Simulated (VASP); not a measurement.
# Cu (Immm) in VASP: single point with PBE

Aim: the single point of Cu with PBE.

Everything below comes from runs of VASP 6.6.1. Logs are shortened: lines on timing, memory, paths and dates and some standing lists are left out, and cuts for length are marked.

### 1 The cell of the first run

The structure is orthorhombic, space group Immm (No. 71). The conventional cell has a = 2.428 Å, b = 2.684 Å, c = 3.615 Å, α = 90.00°, β = 90.00°, γ = 90.00°. Cu (site symmetry mmm) has 12 Cu at 2.43 to 2.68 Å within 3.2 Å.

### 2 Single point, PBE (strain -0.1000 x Voigt [0, 0, 0, 0, 1, 0])

File INCAR:

```
SYSTEM = Cu
ALGO = Fast
EDIFF = 1E-7
ENCUT = 520
GGA = PE
ISIF = 2
ISMEAR = 0
LASPH = .True.
LCHARG = .False.
LREAL = .False.
LWAVE = .False.
NBANDS = 12
NELM = 100
PREC = Accurate
SIGMA = 0.15
```

File KPOINTS:

```
k-points
0
Gamma
  22 22 22
  0 0 0
```

File POSCAR:

```
Cu
1.0
   -0.0903750000      1.8075000000      1.8075000000
    1.7171250000      0.0000000000      1.7171250000
    1.8075000000      1.8075000000     -0.0903750000
Cu
1
Direct
    0.0000000000      0.0000000000      0.0000000000
```

Potentials or basis: VASP PAW PBE potentials, release 64 (Cu).

On the command line:

```sh
$ cat potpaw_PBE.64/Cu/POTCAR > POTCAR
$ mpirun -np 1 vasp_std > vasp.out
```

OUTCAR:

```text
SYSTEM = Cu
   EDIFF = 1E-7
   ENCUT = 520
   GGA = PE
   ISIF = 2
   ISMEAR = 0
   LASPH = .True.
   LREAL = .False.
   NELM = 100
   PREC = Accurate

 ion  position               nearest neighbor table
   1  0.000  0.000  0.000-

  LATTYP: Found a body centered orthorhombic cell.
 ALAT       =     2.4283814633
 B/A-ratio  =     1.1052631579
 C/A-ratio  =     1.4886458551

  Lattice vectors:

 A1 = (   1.8075000000,  -1.8075000000,  -0.0903750000)
 A2 = (  -1.8075000000,  -1.8075000000,   0.0903750000)
 A3 = (   0.0903750000,   1.8075000000,  -1.8075000000)

Analysis of symmetry for initial positions (statically):
=====================================================================
 Subroutine PRICEL returns:
 Original cell was already a primitive cell.

 Routine SETGRP: Setting up the symmetry group for a
 body centered orthorhombic supercell.

 Subroutine GETGRP returns: Found  8 space group operations
 (whereof  8 operations were pure point group operations)
 out of a pool of  8 trial point group operations.

The static configuration has the point symmetry D_2h.

Analysis of symmetry for dynamics (positions and initial velocities):
=====================================================================
 Subroutine PRICEL returns:
 Original cell was already a primitive cell.

 Routine SETGRP: Setting up the symmetry group for a
 body centered orthorhombic supercell.

 Subroutine GETGRP returns: Found  8 space group operations
 (whereof  8 operations were pure point group operations)
 out of a pool of  8 trial point group operations.

The dynamic configuration has the point symmetry D_2h.

 Subroutine INISYM returns: Found  8 space group operations
 (whereof  8 operations are pure point group operations),
 and found     1 'primitive' translations

----------------------------------------------------------------------------------------

                                     Primitive cell

  volume of cell :      11.7809

  direct lattice vectors                    reciprocal lattice vectors
    -0.090375000  1.807500000  1.807500000    -0.263452546  0.276625173  0.263452546
     1.717125000  0.000000000  1.717125000     0.291184393 -0.276625173  0.291184393
     1.807500000  1.807500000 -0.090375000     0.263452546  0.276625173 -0.263452546

  length of vectors
     2.557788134  2.428381463  2.557788134     0.464043073  0.496082843  0.464043073

  position of ions in fractional coordinates (direct lattice)
     0.000000000  0.000000000  0.000000000

  ion indices of the primitive-cell ions
   primitive index   ion index
                 1           1

----------------------------------------------------------------------------------------

 KPOINTS: k-points

Automatic generation of k-mesh.
 Grid dimensions read from file:
 generate k-points for:   22   22   22

 Generating k-lattice:

  Cartesian coordinates                     Fractional coordinates (reciprocal lattice)
    -0.011975116  0.012573871  0.011975116     0.045454545  0.000000000 -0.000000000
     0.013235654 -0.012573871  0.013235654    -0.000000000  0.045454545 -0.000000000
     0.011975116  0.012573871 -0.011975116    -0.000000000  0.000000000  0.045454545

  Length of vectors
     0.021092867  0.022549220  0.021092867

  Shift w.r.t. Gamma in fractional coordinates (k-lattice)
     0.000000000  0.000000000  0.000000000

 Subroutine IBZKPT returns following result:
 ===========================================

 Found   1530 irreducible k-points:

 Following reciprocal coordinates:
            Coordinates               Weight
  0.000000  0.000000  0.000000      1.000000
  0.045455  0.000000 -0.000000      4.000000
  0.090909  0.000000 -0.000000      4.000000
  0.136364  0.000000 -0.000000      4.000000
  0.181818  0.000000 -0.000000      4.000000
  0.227273  0.000000 -0.000000      4.000000
[... 16 lines left out ...]
  0.454545  0.045455 -0.000000      8.000000
  0.500000  0.045455  0.000000      8.000000
 [... further k-points ...]
   k-points           NKPTS =   1530   k-points in BZ     NKDIM =   1530   number of bands    NBANDS=     12
   number of dos      NEDOS =    301   number of ions     NIONS =      1
   total plane-waves  NPLWV =   7200
   dimension x,y,z NGX =    20 NGY =   18 NGZ =   20
   dimension x,y,z NGXF=    40 NGYF=   36 NGZF=   40
   ions per type =               1
   NGX,Y,Z   is equivalent  to a cutoff of  13.00, 12.32, 13.00 a.u.
   NGXF,Y,Z  is equivalent  to a cutoff of  26.00, 24.65, 26.00 a.u.
 SYSTEM =  Cu
   PREC   = accura    normal or accurate (medium, high low for compatibility)
   ISTART =      0    job   : 0-new  1-cont  2-samecut
   ICHARG =      2    charge: 1-file 2-atom 10-const
   ISPIN  =      1    spin polarized calculation?
   LNONCOLLINEAR =      F non collinear calculations
   LSORBIT =      F    spin-orbit coupling
   LASPH  =      T    aspherical Exc in radial PAW
   ENCUT  =  520.0 eV  38.22 Ry    6.18 a.u.   4.76  4.52  4.76*2*pi/ulx,y,z
   NELM   =    100;   NELMIN=  2; NELMDL= -5     # of ELM steps
   EDIFF  = 0.1E-06   stopping-criterion for ELM
   LREAL  =      F    real-space projection
   EDIFFG = 0.1E-05   stopping-criterion for IOM
   NSW    =      0    number of steps for IOM
   IBRION =     -1    ionic relax: 0-MD 1-quasi-New 2-CG
   NFREE  =      0    steps in history (QN), initial steepest desc. (CG)
   ISIF   =      2    stress and relaxation
   ISYM   =      2    0-nonsym 1-usesym 2-fastsym
   POTIM  = 0.5000    time-step for ionic-motion
   TEBEG  =    0.0;   TEEND  =   0.0 temperature during run
   PSTRESS=    0.0 pullay stress
   NELECT =      11.0000    total number of electrons
   NUPDOWN=      -1.0000    fix difference up-down
   EMIN   =  10.00;   EMAX   =-10.00  energy-range for DOS
   EFERMI =   0.00;   METHOD = LEGACY
   ISMEAR =     0;   SIGMA  =   0.15  broadening in eV -4-tet -1-fermi 0-gaus
   EFERMI_NEDOS =   21; number of points for ismear=-14 and -15
   IALGO  =     68    algorithm
   IMIX   =      4    mixing-type and parameters
     AMIX     =   0.40;   BMIX     =  1.00
     AMIX_MAG =   1.60;   BMIX_MAG =  1.00
  volume/ion in A,a.u.               =      11.78        79.50
  Fermi-wavevector in a.u.,A,eV,Ry     =   1.600098  3.023746 34.835161  2.560312
  Thomas-Fermi vector in A             =   2.697287
   LORBIT       =      0    0 simple, 1 ext, 2 COOP (PROOUT), +10 PAW based schemes
   GGA     = PE    functional components
   LHFCALC =     F    Hartree Fock is set to
   AEXX    =    0.0000 exact exchange contribution
   IVDW    =     0    specifies the selected vdW correction
   LEPSILON=     F    determine dielectric tensor
   LRPA    =     F    only Hartree local field effects (RPA)
 non-spin polarized calculation
 RMM-DIIS sequential band-by-band and
 Gauss-broadening in eV      SIGMA  =   0.15
  energy-cutoff  :      520.00
  volume of cell :       11.78
 maximum number of plane-waves:       329
   NGX =  9   NGY =  9   NGZ =  9

 number of electron      10.9999995 magnetization

 Free energy of the ion-electron system (eV)
  ---------------------------------------------------
  ext. energy  EPLUGINS =         0.00000000
  ---------------------------------------------------
  free energy    TOTEN  =        -3.69662660 eV

  energy without entropy =       -3.69353478  energy(sigma->0) =       -3.69508069

 E-fermi :   7.6329     XC(G=0): -12.7352

 val. band max:        7.6236704396   @ k =   0.3182  -0.1818   0.1818
 cond. band min:       7.6344198501   @ k =   0.4545  -0.0909   0.0455
 fundamental gap:      0.0107494105
 Fermi energy:         7.6329421882

 k-point     1 :       0.0000    0.0000    0.0000
  band No.  band energies     occupation
      1      -1.7519      2.00000
      2       4.3282      2.00000
      3       4.4462      2.00000
      4       4.8495      2.00000
      5       5.4375      2.00000
      6       5.4592      2.00000
      7      29.2449      0.00000
      8      30.5378      0.00000
      9      33.4315      0.00000
     10      34.0169      0.00000
     11      34.7972      0.00000
     12      35.4807      0.00000

 k-point     2 :       0.0455    0.0000   -0.0000
  band No.  band energies     occupation
      1      -1.6816      2.00000
      2       4.3267      2.00000
      3       4.4432      2.00000
      4       4.8613      2.00000
      5       5.4358      2.00000
      6       5.4559      2.00000
      7      28.5051      0.00000
      8      30.0525      0.00000
      9      33.3994      0.00000
     10      34.4650      0.00000
     11      35.1679      0.00000
     12      35.6397      0.00000

 k-point     3 :       0.0909    0.0000   -0.0000
  band No.  band energies     occupation
      1      -1.4722      2.00000
      2       4.3131      2.00000
      3       4.4431      2.00000
      4       4.8928      2.00000
      5       5.4339      2.00000
      6       5.4487      2.00000
      7      26.5414      0.00000
      8      29.7851      0.00000
      9      33.1591      0.00000
     10      34.5699      0.00000
     11      35.0359      0.00000
     12      37.4014      0.00000
[... 286 lines left out ...]
 k-point    23 :       0.4545    0.0455   -0.0000
  band No.  band energies     occupation
      1       2.3477      2.00000
      2       4.3477      2.00000
      3       4.8159      2.00000
      4       5.3301      2.00000
      5       5.8486      2.00000
      6       6.3194      2.00000
      7      11.6575      0.00000
      8      28.1292      0.00000
      9      30.1558      0.00000
     10      31.0694      0.00000
     11      34.0064      0.00000
     12      35.5043      0.00000

 k-point    24 :       0.5000    0.0455    0.0000
  band No.  band energies     occupation
      1       2.4431      2.00000
      2       4.3385      2.00000
      3       4.8047      2.00000
      4       5.5335      2.00000
      5       5.8757      2.00000
      6       6.6532      2.00000
      7      10.8234      0.00000
      8      28.3121      0.00000
      9      30.0361      0.00000
     10      30.8740      0.00000
     11      33.6402      0.00000
     12      35.4328      0.00000

 [... further k-points ...]
[... 5 lines left out ...]
  --------------------------------------------------------------------------------------
  -------------------------------------------------------------------------------------
  Total        0.3592248      0.1562861      0.3592248      0.0000000      0.0000000      0.6194653
  in kB       48.8538825     21.2546068     48.8538825      0.0000000      0.0000000     84.2460841
  external PRESSURE =      39.6541239 kB  Pullay stress =       0.0000000 kB

 VOLUME and BASIS-vectors are now :
 -----------------------------------------------------------------------------
  energy-cutoff  :      520.00
  volume of cell :       11.78
      direct lattice vectors                 reciprocal lattice vectors
    -0.090375000  1.807500000  1.807500000    -0.263452546  0.276625173  0.263452546
     1.717125000  0.000000000  1.717125000     0.291184393 -0.276625173  0.291184393
     1.807500000  1.807500000 -0.090375000     0.263452546  0.276625173 -0.263452546

 POSITION                                       TOTAL-FORCE (eV/Angst)
 -----------------------------------------------------------------------------------
      0.00000      0.00000      0.00000        -0.000000      0.000000      0.000000
 -----------------------------------------------------------------------------------
    total drift:                                0.000000     -0.000000      0.000000

  FREE ENERGIE OF THE ION-ELECTRON SYSTEM (eV)
  ---------------------------------------------------
  free  energy   TOTEN  =        -3.6966266004 eV

  energy  without entropy=       -3.6935347795  energy(sigma->0) =       -3.69508069
```

It took 2.3 min on 1 thread of AMD EPYC 9R45 (Zen 5), shared host; peak memory 0.27 GiB.

What came out:

```yaml
Free_energy: -3.6966 eV
Pressure: 4.0 GPa
```

Levels at points of the mesh, in eV from the Fermi level:
```
           k point  band 3  band 4  band 5  band 6  band 7  band 8  band 9  band 10
(0.00, 0.00, 0.00)   -3.19   -2.78   -2.20   -2.17   21.61   22.90   25.80    26.38
(0.50, 0.00, 0.00)   -2.81   -1.81   -1.60   -1.45    3.10   21.00   23.39    24.06
(0.00, 0.50, 0.00)   -2.89   -1.72   -1.53   -0.54    4.49   19.92   20.45    22.33
(0.50, 0.50, 0.00)   -1.75   -1.54   -1.44    1.54    7.20   13.14   13.14    17.63
(0.50, 0.00, 0.50)   -1.66   -1.52   -1.49    1.46    7.10   10.84   15.61    16.48
```

Caveat: the cell differs from its parent crystal (strain -0.1000 x Voigt [0, 0, 0, 0, 1, 0]).
